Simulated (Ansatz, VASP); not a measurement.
**One calculation of GaN, two programs**

Contents of POSCAR:

```
GaN
1.0
    0.0000000000      2.2489367673      2.3164048703
    2.2489367673      0.0000000000      2.3164048703
    2.2489367673      2.2489367673      0.0000000000
Ga N
1 1
Direct
    0.0000000000      0.0000000000      0.0000000000
    0.7500000000      0.7500000000      0.7500000000
```

INCAR.step1

```
SYSTEM = GaN
PREC     = Accurate       ! precision mode
ENCUT    = 910            ! plane-wave cutoff, eV
ISMEAR   = 0              ! smearing method
SIGMA    = 0.05           ! smearing width, eV
LREAL    = .FALSE.        ! projectors in reciprocal space
LASPH    = .TRUE.         ! aspherical terms in the spheres
NELM     = 120            ! most SCF steps
NBANDS   = 16             ! bands
GGA      = PE             ! functional
ALGO     = Normal         ! electronic algorithm
EDIFF    = 1E-5           ! SCF threshold, eV
LWAVE    = .TRUE.         ! write WAVECAR
LCHARG   = .FALSE.        ! write CHGCAR
GGA_COMPAT= .FALSE.
```

Contents of INCAR.step2:

```
SYSTEM = GaN
PREC     = Accurate       ! precision mode
ENCUT    = 910            ! plane-wave cutoff, eV
EDIFF    = 1E-6           ! SCF threshold, eV
ISMEAR   = 0              ! smearing method
SIGMA    = 0.05           ! smearing width, eV
LREAL    = .FALSE.        ! projectors in reciprocal space
LASPH    = .TRUE.         ! aspherical terms in the spheres
NELM     = 120            ! most SCF steps
ALGO     = Normal         ! electronic algorithm
ISIF     = 2              ! what is computed and relaxed
LWAVE    = .FALSE.        ! write WAVECAR
LCHARG   = .FALSE.        ! write CHGCAR
METAGGA  = R2SCAN         ! meta-GGA
LMIXTAU  = .TRUE.       
NBANDS   = 16             ! bands
ISTART   = 1            
GGA_COMPAT= .FALSE.
```

File KPOINTS:

```
regular mesh
0
G
  10 10 10
  0 0 0
```

Input for Ansatz:

```yaml
crystal:
  lattice:
    - [0.0, 2.2489367673, 2.3164048703]
    - [2.2489367673, 0.0, 2.3164048703]
    - [2.2489367673, 2.2489367673, 0.0]
  atoms:
    - { symbol: Ga, position: [0.0, 0.0, 0.0] }
    - { symbol: "N", position: [0.75, 0.75, 0.75] }
basis:
  ecutwfc: 500
kpoints:
  mp_grid: { grid: [10, 10, 10] }
hamiltonian:
  xc: r2scan
scf:
  occupations: { method: gaussian, width: 0.05 }
output:
  forces: true
  stress: true
  eigenvalues: true
```

Change from the starting cell: strain +0.0300 x Voigt [0, 0, 1, 0, 0, 0], atoms carried along.

Alike in both runs: task single point; functional r2SCAN; k mesh 10 × 10 × 10; occupations gaussian, width 0.05 eV; no spin polarisation.

|  | VASP | Ansatz |
| --- | --- | --- |
| version | VASP 6.6.1 | Ansatz 0.2.0 |
| potentials or method | VASP PAW PBE potentials, release 64 (Ga_d, N_h), cutoff 910 eV | scalar-relativistic, plane waves, PAW |
| valence electrons in the cell | 18 | 18 |

|  | VASP | Ansatz | Ansatz less VASP |
| --- | --- | --- | --- |
| gap on the k mesh at the Fermi level (eV) | 1.91 | 1.92 | +0.010 |
| least direct gap on the mesh (eV) | 1.91 | 1.92 | +0.010 |

VASP's potentials were made for PBE, not for r2SCAN.

Noted on VASP's run: the cutoff is short for stress, so the pressure is rough.
